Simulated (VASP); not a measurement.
A run of VASP 6.6.1 is set up as follows.

Contents of INCAR:

```
SYSTEM = C
ALGO     = Normal         ! electronic algorithm
EDIFF    = 1E-6           ! SCF threshold, eV
ENCUT    = 600            ! plane-wave cutoff, eV
GGA      = PE             ! functional
GGA_COMPAT= .FALSE.      
ISIF     = 2              ! what is computed and relaxed
ISMEAR   = 0              ! smearing method
LASPH    = .TRUE.         ! aspherical terms in the spheres
LCHARG   = .FALSE.        ! write CHGCAR
LREAL    = .FALSE.        ! projectors in reciprocal space
LWAVE    = .FALSE.        ! write WAVECAR
NBANDS   = 26             ! bands
NELM     = 120            ! most SCF steps
PREC     = Accurate       ! precision mode
SIGMA    = 0.1            ! smearing width, eV
```

KPOINTS

```
k-points
0
G
  6 6 6
  0 0 0
```

The input POSCAR:

```
C
1.0
   -3.2929256395      3.2929256395      1.6953441624
    3.2929256395     -3.2929256395      1.6953441624
    3.2929256395      3.2929256395     -1.6953441624
C
8
Direct
    0.8820761512      0.0387842610      0.8432918902
    0.1954923708      0.0387842610      0.1567081098
    0.7887842610      0.4454923708      0.6567081098
    0.7887842610      0.1320761512      0.3432918902
    0.5545076292      0.2112157390      0.3432918902
    0.8679238488      0.2112157390      0.6567081098
    0.9612157390      0.8045076292      0.8432918902
    0.9612157390      0.1179238488      0.1567081098
```

Potentials or basis: VASP PAW PBE potentials, release 64 (C).

The run is started by

```sh
$ cat potpaw_PBE.64/C/POTCAR > POTCAR
$ mpirun -np 1 vasp_std > vasp.out
```

Question: Estimate the largest force.

Answer: 0.009 eV/Å.

Question: Predict the pressure.

Answer: -0.2 GPa.

Forces on the atoms (eV/Å):
```
C    0.000 -0.008  0.004
C    0.000  0.008  0.004
C    0.008  0.000  0.004
C   -0.008  0.000  0.004
C    0.000 -0.008 -0.004
C    0.000  0.008 -0.004
C   -0.008  0.000 -0.004
C    0.008  0.000 -0.004
```

Caveat: this functional lacks dispersion, which binds layers or chains, so the pressure and a relaxed spacing across them are unreliable.
